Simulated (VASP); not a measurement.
Here is a VASP 6.6.1 calculation.

INCAR

```
SYSTEM = KBr
PREC = Accurate
ENCUT = 520
EDIFF = 1E-6
ISMEAR = 0
SIGMA = 0.02
LREAL = .False.
LASPH = .True.
NELM = 80
ALGO = Normal
ISIF = 2
LWAVE = .False.
LCHARG = .False.
GGA = PE
NBANDS = 15
```

Contents of KPOINTS:

```
Automatic mesh
0
Gamma
  6 6 6
  0 0 0
```

Contents of POSCAR:

```
KBr
1.0
    2.8530815913     -2.8597967196      0.0000000000
    2.8530815913      2.8597967196      0.0000000000
    0.0000000000      0.0000000000      4.0392882493
K Br
1 1
Direct
    0.5000000000      0.5000000000      0.5000000000
    0.0000000000      0.0000000000      0.0000000000
```

Potentials or basis: VASP PAW PBE potentials, release 64 (K_sv, Br).

Launch:

```sh
$ cat potpaw_PBE.64/K_sv/POTCAR potpaw_PBE.64/Br/POTCAR > POTCAR
$ mpirun -np 1 vasp_std > vasp.out
```

(1) Predict the pressure.

(2) Estimate the band gap on the k mesh.

## Answers

(1) 0.0 GPa.

(2) 3.87 eV (least direct gap 4.13 eV).
